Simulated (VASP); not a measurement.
WSe2:

```
W Se
1.0
     3.31040    0.00000    0.00000
    -1.65520    2.86689    0.00000
     0.00000    0.00000    7.21300
W Se
1 2
Direct
  0.00000 0.00000 0.00000
  0.33333 0.66667 0.23038
  0.33333 0.66667 0.76962
```

This cell differs from its parent crystal: strain +0.4%.

Base run:

- Program: VASP 6.6.1
- Functional: PBE
- Potentials or basis: VASP PAW PBE potentials, release 64 (W_sv, Se)
- Cutoff: 520 eV
- k mesh: 12 × 12 × 4
- Occupations: fermi-dirac, width 0.02 eV
- Spin: no spin polarisation

Its results: band gap on the k mesh 1.38 eV, indirect (least direct gap 1.51 eV); pressure 2.6 GPa; largest force 0.340 eV/Å.

The run is repeated on the same cell with these changes: functional from PBE to r2SCAN; occupations from fermi-dirac, width 0.02 eV to gaussian, width 0.01 eV. What comes out?

Band gap on the k mesh 1.50 eV, indirect (least direct gap 1.62 eV); pressure 0.8 GPa; largest force 0.023 eV/Å.

Caveats: spin-orbit coupling is left out, which moves the levels of the heavy elements; this functional lacks dispersion, which binds the layers, so the pressure and a relaxed spacing across them are unreliable (some runs); the PAW data sets were made with another functional, which shifts forces and pressure a little (some runs).

A k mesh can miss the band edges.
